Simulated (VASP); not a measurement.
# Ta (P-1) in VASP: single point with PBEsol

Aim: the single point of Ta with PBEsol.

Program: VASP 6.6.1. These are calculated values, not measurements. Logs are shortened: lines on timing, memory, paths and dates and some standing lists are left out, and cuts for length are marked.

### 1 The cell of the first run

The typed cell holds 2 atoms: a = 2.900 Å, b = 2.900 Å, c = 5.166 Å, α = 90.00°, β = 90.00°, γ = 120.00°.

### 2 Single point, PBEsol (atom 1 (Ta) moved by (-0.450, -0.450) A along x and z)

INCAR

```
SYSTEM = Ta
PREC = Accurate
ENCUT = 520
EDIFF = 1E-6
ISMEAR = 0
SIGMA = 0.15
LREAL = .False.
LASPH = .True.
NELM = 60
ALGO = Fast
ISIF = 2
LWAVE = .False.
LCHARG = .True.
GGA = PS
LELF = .True.
LVHAR = .True.
NBANDS = 18
```

KPOINTS

```
regular mesh
0
Gamma
  18 18 10
  0 0 0
```

POSCAR

```
Ta
1.0
    2.9003720726      0.0000000000      0.0000000000
   -1.4501860363      2.5117958953      0.0000000000
    0.0000000000      0.0000000000      5.1662740000
Ta
2
Direct
    0.5115141591      0.3333333333      0.6628966059
    0.3333333333      0.6666666667      0.2500000000
```

Potentials or basis: VASP PAW PBE potentials, release 64 (Ta_pv).

Run with:

```console
> cat potpaw_PBE.64/Ta_pv/POTCAR > POTCAR
> mpirun -np 1 vasp_std > vasp.out
```

OUTCAR:

```text
SYSTEM = Ta
   PREC = Accurate
   ENCUT = 520
   EDIFF = 1E-6
   ISMEAR = 0
   LREAL = .False.
   LASPH = .True.
   NELM = 60
   ISIF = 2
   GGA = PS

 ion  position               nearest neighbor table
   1  0.512  0.333  0.663-   2 2.50   2 2.75   2 2.98   2 3.30   2 3.49
   2  0.333  0.667  0.250-   1 2.50   1 2.75   1 2.98   1 3.30   1 3.49

  LATTYP: Found a hexagonal cell.
 ALAT       =     2.9003720726
 C/A-ratio  =     1.7812452577

  Lattice vectors:

 A1 = (   2.9003720726,   0.0000000000,   0.0000000000)
 A2 = (  -1.4501860363,   2.5117958953,   0.0000000000)
 A3 = (   0.0000000000,   0.0000000000,   5.1662740000)

Analysis of symmetry for initial positions (statically):
=====================================================================
 Subroutine PRICEL returns:
 Original cell was already a primitive cell.

 Routine SETGRP: Setting up the symmetry group for a
 hexagonal supercell.

 Subroutine GETGRP returns: Found  2 space group operations
 (whereof  1 operations were pure point group operations)
 out of a pool of 24 trial point group operations.

The static configuration has the point symmetry C_1 .
 The point group associated with its full space group is S_2 .

Analysis of symmetry for dynamics (positions and initial velocities):
=====================================================================
 Subroutine PRICEL returns:
 Original cell was already a primitive cell.

 Routine SETGRP: Setting up the symmetry group for a
 hexagonal supercell.

 Subroutine GETGRP returns: Found  2 space group operations
 (whereof  1 operations were pure point group operations)
 out of a pool of 24 trial point group operations.

The dynamic configuration has the point symmetry C_1 .
 The point group associated with its full space group is S_2 .

 Subroutine INISYM returns: Found  2 space group operations
 (whereof  1 operations are pure point group operations),
 and found     1 'primitive' translations

----------------------------------------------------------------------------------------

                                     Primitive cell

  volume of cell :      37.6370

  direct lattice vectors                    reciprocal lattice vectors
     2.900372073  0.000000000  0.000000000     0.344783350  0.199060760  0.000000000
    -1.450186036  2.511795895  0.000000000     0.000000000  0.398121520  0.000000000
     0.000000000  0.000000000  5.166274000     0.000000000  0.000000000  0.193563098

  length of vectors
     2.900372073  2.900372073  5.166274000     0.398121520  0.398121520  0.193563098

  position of ions in fractional coordinates (direct lattice)
     0.511514159  0.333333333  0.662896606
     0.333333333  0.666666667  0.250000000

  ion indices of the primitive-cell ions
   primitive index   ion index
                 1           1
                 2           2

----------------------------------------------------------------------------------------

 KPOINTS: regular mesh

Automatic generation of k-mesh.
 Grid dimensions read from file:
 generate k-points for:   18   18   10

 Generating k-lattice:

  Cartesian coordinates                     Fractional coordinates (reciprocal lattice)
     0.019154631  0.011058931  0.000000000     0.055555556  0.000000000  0.000000000
     0.000000000  0.022117862  0.000000000     0.000000000  0.055555556  0.000000000
     0.000000000  0.000000000  0.019356310     0.000000000  0.000000000  0.100000000

  Length of vectors
     0.022117862  0.022117862  0.019356310

  Shift w.r.t. Gamma in fractional coordinates (k-lattice)
     0.000000000  0.000000000  0.000000000

 Subroutine IBZKPT returns following result:
 ===========================================

 Found   1624 irreducible k-points:

 Following reciprocal coordinates:
            Coordinates               Weight
  0.000000  0.000000  0.000000      1.000000
  0.055556  0.000000  0.000000      2.000000
  0.000000  0.055556  0.000000      2.000000
 -0.055556  0.055556  0.000000      2.000000
  0.111111  0.000000  0.000000      2.000000
  0.000000  0.111111  0.000000      2.000000
[... 16 lines left out ...]
  0.444444  0.000000  0.000000      2.000000
  0.000000  0.444444  0.000000      2.000000
 [... further k-points ...]
   k-points           NKPTS =   1624   k-points in BZ     NKDIM =   1624   number of bands    NBANDS=     18
   number of dos      NEDOS =    301   number of ions     NIONS =      2
   total plane-waves  NPLWV =  23040
   dimension x,y,z NGX =    24 NGY =   24 NGZ =   40
   dimension x,y,z NGXF=    48 NGYF=   48 NGZF=   80
   ions per type =               2
   NGX,Y,Z   is equivalent  to a cutoff of  13.76, 13.76, 12.87 a.u.
   NGXF,Y,Z  is equivalent  to a cutoff of  27.51, 27.51, 25.74 a.u.
 SYSTEM =  Ta
   PREC   = accura    normal or accurate (medium, high low for compatibility)
   ISTART =      0    job   : 0-new  1-cont  2-samecut
   ICHARG =      2    charge: 1-file 2-atom 10-const
   ISPIN  =      1    spin polarized calculation?
   LNONCOLLINEAR =      F non collinear calculations
   LSORBIT =      F    spin-orbit coupling
   LASPH  =      T    aspherical Exc in radial PAW
   ENCUT  =  520.0 eV  38.22 Ry    6.18 a.u.   5.39  5.39  9.61*2*pi/ulx,y,z
   NELM   =     60;   NELMIN=  2; NELMDL= -5     # of ELM steps
   EDIFF  = 0.1E-05   stopping-criterion for ELM
   LREAL  =      F    real-space projection
   EDIFFG = 0.1E-04   stopping-criterion for IOM
   NSW    =      0    number of steps for IOM
   IBRION =     -1    ionic relax: 0-MD 1-quasi-New 2-CG
   NFREE  =      0    steps in history (QN), initial steepest desc. (CG)
   ISIF   =      2    stress and relaxation
   ISYM   =      2    0-nonsym 1-usesym 2-fastsym
   POTIM  = 0.5000    time-step for ionic-motion
   TEBEG  =    0.0;   TEEND  =   0.0 temperature during run
   PSTRESS=    0.0 pullay stress
   NELECT =      22.0000    total number of electrons
   NUPDOWN=      -1.0000    fix difference up-down
   EMIN   =  10.00;   EMAX   =-10.00  energy-range for DOS
   EFERMI =   0.00;   METHOD = LEGACY
   ISMEAR =     0;   SIGMA  =   0.15  broadening in eV -4-tet -1-fermi 0-gaus
   EFERMI_NEDOS =   21; number of points for ismear=-14 and -15
   IALGO  =     68    algorithm
   IMIX   =      4    mixing-type and parameters
     AMIX     =   0.40;   BMIX     =  1.00
     AMIX_MAG =   1.60;   BMIX_MAG =  1.00
  volume/ion in A,a.u.               =      18.82       126.99
  Fermi-wavevector in a.u.,A,eV,Ry     =   1.368812  2.586680 25.492516  1.873647
  Thomas-Fermi vector in A             =   2.494743
   LORBIT       =      0    0 simple, 1 ext, 2 COOP (PROOUT), +10 PAW based schemes
   GGA     = PS    functional components
   LHFCALC =     F    Hartree Fock is set to
   AEXX    =    0.0000 exact exchange contribution
   IVDW    =     0    specifies the selected vdW correction
   LEPSILON=     F    determine dielectric tensor
   LRPA    =     F    only Hartree local field effects (RPA)
 non-spin polarized calculation
 RMM-DIIS sequential band-by-band and
 Gauss-broadening in eV      SIGMA  =   0.15
  energy-cutoff  :      520.00
  volume of cell :       37.64
 maximum number of plane-waves:      1039
 NGX is ok and might be reduce to    24
   NGX = 11   NGY = 11   NGZ = 19

 number of electron      22.0000003 magnetization

 Free energy of the ion-electron system (eV)
  ---------------------------------------------------
  ext. energy  EPLUGINS =         0.00000000
  ---------------------------------------------------
  free energy    TOTEN  =       -23.63398783 eV

  energy without entropy =      -23.59826838  energy(sigma->0) =      -23.61612811

 E-fermi :   5.3791     XC(G=0): -12.3866

 val. band max:        5.3776066776   @ k =   0.2222   0.0000   0.5000
 cond. band min:       5.3796483890   @ k =   0.2778   0.0556   0.1000
 fundamental gap:      0.0020417114
 Fermi energy:         5.3790816011

 k-point     1 :       0.0000    0.0000    0.0000
  band No.  band energies     occupation
      1     -29.5134      2.00000
      2     -28.2566      2.00000
      3     -28.1171      2.00000
      4     -28.0901      2.00000
      5     -28.0597      2.00000
      6     -27.8381      2.00000
[... 10 lines left out ...]
     17       9.7803      0.00000
     18      11.2661      0.00000

 k-point     2 :       0.0556    0.0000    0.0000
  band No.  band energies     occupation
      1     -29.5063      2.00000
      2     -28.2657      2.00000
      3     -28.1606      2.00000
      4     -28.1051      2.00000
      5     -28.0665      2.00000
      6     -27.8432      2.00000
[... 10 lines left out ...]
     17      10.0550      0.00000
     18      11.3624      0.00000

 k-point     3 :       0.0000    0.0556    0.0000
  band No.  band energies     occupation
      1     -29.5047      2.00000
      2     -28.3005      2.00000
      3     -28.1254      2.00000
      4     -28.1016      2.00000
      5     -28.0664      2.00000
      6     -27.8494      2.00000
[... 10 lines left out ...]
     17       9.6345      0.00000
     18      11.5793      0.00000

 k-point     4 :      -0.0556    0.0556    0.0000
  band No.  band energies     occupation
      1     -29.5043      2.00000
      2     -28.3064      2.00000
      3     -28.1311      2.00000
      4     -28.0876      2.00000
      5     -28.0618      2.00000
      6     -27.8572      2.00000
[... 375 lines left out ...]
      4     -28.4388      2.00000
      5     -28.1729      2.00000
      6     -28.1076      2.00000
[... 10 lines left out ...]
     17      11.1815      0.00000
     18      12.6886      0.00000

 k-point    23 :       0.4444    0.0000    0.0000
  band No.  band energies     occupation
      1     -29.3434      2.00000
      2     -29.2601      2.00000
      3     -28.8013      2.00000
      4     -28.4898      2.00000
      5     -28.2189      2.00000
      6     -27.9366      2.00000
[... 10 lines left out ...]
     17      11.8880      0.00000
     18      12.6602      0.00000

 k-point    24 :       0.0000    0.4444    0.0000
  band No.  band energies     occupation
      1     -29.3891      2.00000
      2     -29.3160      2.00000
      3     -28.6976      2.00000
      4     -28.3488      2.00000
      5     -28.3142      2.00000
      6     -28.0045      2.00000
[... 10 lines left out ...]
     17      11.6939      0.00000
     18      12.8799      0.00000

 [... further k-points ...]
[... 5 lines left out ...]
  --------------------------------------------------------------------------------------
  -------------------------------------------------------------------------------------
  Total        1.6704501      2.1058532      1.9518394     -1.8505639     -1.4621064     -0.4066729
  in kB       71.1096563     89.6444045     83.0881646    -78.7769511    -62.2406413    -17.3117257
  external PRESSURE =      81.2807418 kB  Pullay stress =       0.0000000 kB

 VOLUME and BASIS-vectors are now :
 -----------------------------------------------------------------------------
  energy-cutoff  :      520.00
  volume of cell :       37.64
      direct lattice vectors                 reciprocal lattice vectors
     2.900372073  0.000000000  0.000000000     0.344783350  0.199060760  0.000000000
    -1.450186036  2.511795895  0.000000000     0.000000000  0.398121520  0.000000000
     0.000000000  0.000000000  5.166274000     0.000000000  0.000000000  0.193563098

 POSITION                                       TOTAL-FORCE (eV/Angst)
 -----------------------------------------------------------------------------------
      1.00019      0.83727      3.42471        -0.059841     -1.039578      3.924412
     -0.00000      1.67453      1.29157         0.059841      1.039578     -3.924412
 -----------------------------------------------------------------------------------
    total drift:                                0.000002      0.000000      0.000001

  FREE ENERGIE OF THE ION-ELECTRON SYSTEM (eV)
  ---------------------------------------------------
  free  energy   TOTEN  =       -23.6339878331 eV

  energy  without entropy=      -23.5982683825  energy(sigma->0) =      -23.61612811
```

It took 6.1 min on 1 thread of Intel Xeon 6975P-C (Granite Rapids), shared host; peak memory 0.9 GiB.

What came out:

- Free energy: -23.6340 eV
- Pressure: 8.1 GPa
- Largest force: 4.060 eV/Å
- Band gap on the k mesh: zero (bands 11 and 12 overlap by 2.17 eV)

Forces in eV/Å, atoms in the order of the input:
```
Ta  -0.060 -1.040  3.924
Ta   0.060  1.040 -3.924
```

Stress tensor (GPa, compression positive):
```
 7.11 -7.88 -1.73
-7.88  8.96 -6.22
-1.73 -6.22  8.31
```

Caveat: the cell differs from its parent crystal (atom 1 (Ta) moved by (-0.450, -0.450) A along x and z); the cell stands under pressure; the PAW data sets were made with another functional, which shifts forces and pressure a little; spin-orbit coupling is left out, which moves the levels of the heavy elements.
